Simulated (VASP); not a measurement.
A run of VASP 6.6.1:

INCAR

```
PREC = Accurate ; ENCUT = 520
EDIFF = 1E-6 ; ISMEAR = 0
SIGMA = 0.03 ; LREAL = False
LASPH = True ; NELM = 100
ALGO = Normal ; ISIF = 2
LWAVE = False ; LCHARG = False
NBANDS = 28
```

KPOINTS

```
regular mesh
0
Gamma
  8 8 8
```

File POSCAR:

```
Sr3SbP
1.0
    5.2593342774      0.0000000000      0.0000000000
    0.0000000000      5.2593342774      0.0000000000
    0.0000000000      0.0000000000      6.8371345606
Sr Sb P
3 1 1
Direct
    0.0000000000      0.5000000000      0.5000000000
    0.5000000000      0.0000000000      0.5000000000
    0.5000000000      0.5000000000      0.0000000000
    0.0000000000      0.0000000000      0.0000000000
    0.5000000000      0.5000000000      0.5000000000
```

Potentials or basis: VASP PAW LDA potentials, release 64 (Sr_sv, Sb, P).

Command:

```sh
$ cat potpaw_LDA.64/Sr_sv/POTCAR potpaw_LDA.64/Sb/POTCAR potpaw_LDA.64/P/POTCAR > POTCAR
$ mpirun -np 1 vasp_std > vasp.out
```

Hardware: 1 thread of Intel(R) Xeon(R) 6975P-C (Granite Rapids), on a shared host.

**Question.** Estimate the wall time of this run.

**Answer.** It took 2.7 min on 1 thread of Intel(R) Xeon(R) 6975P-C (Granite Rapids), with other jobs on the host, peak memory 0.5 GiB. Counts: scf iterations 14, k points 75.
